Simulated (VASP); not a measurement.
**Pb: single point with r2SCAN+D4**

The system is Pb.

```
Pb
1.0
     0.00000    2.49141    2.49141
     2.49141    0.00000    2.49141
     2.49141    2.49141    0.00000
Pb
1
Direct
  0.00000 0.00000 0.00000
```

```
Program             : VASP 6.6.1
Task                : single point
Functional          : r2SCAN
Dispersion          : D4
Potentials or basis : VASP PAW PBE potentials, release 64 (Pb_d)
Cutoff              : 520 eV
k mesh              : 9 × 9 × 9
Occupations         : fermi-dirac, width 0.05 eV
Spin                : no spin polarisation
```

```json
{
 "Pressure": "-0.5 GPa",
 "Band gap on the k mesh": "zero (band 7 reaches 14.57 eV, above the bottom of band 8 at 5.40 eV)",
 "Dispersion energy per atom": "-0.134 eV"
}
```

Levels at points of the mesh, in eV from the Fermi level:
| k point | band 4 | band 5 | band 6 | band 7 | band 8 | band 9 | band 10 | band 11 |
| --- | --- | --- | --- | --- | --- | --- | --- | --- |
| (0.00, 0.00, 0.00) | -17.42 | -17.42 | -12.01 | 7.72 | 7.72 | 7.72 | 10.56 | 12.19 |

Run time: 33 s on 1 thread of Intel(R) Xeon(R) Platinum 8559C (Emerald Rapids), with other jobs on the host, peak memory 0.16 GiB.

Caveat: the PAW data sets were made with another functional, which shifts forces and pressure a little; spin-orbit coupling is left out, which moves the levels of the heavy elements; pairwise dispersion overbinds metals, which lowers pressure and volume.
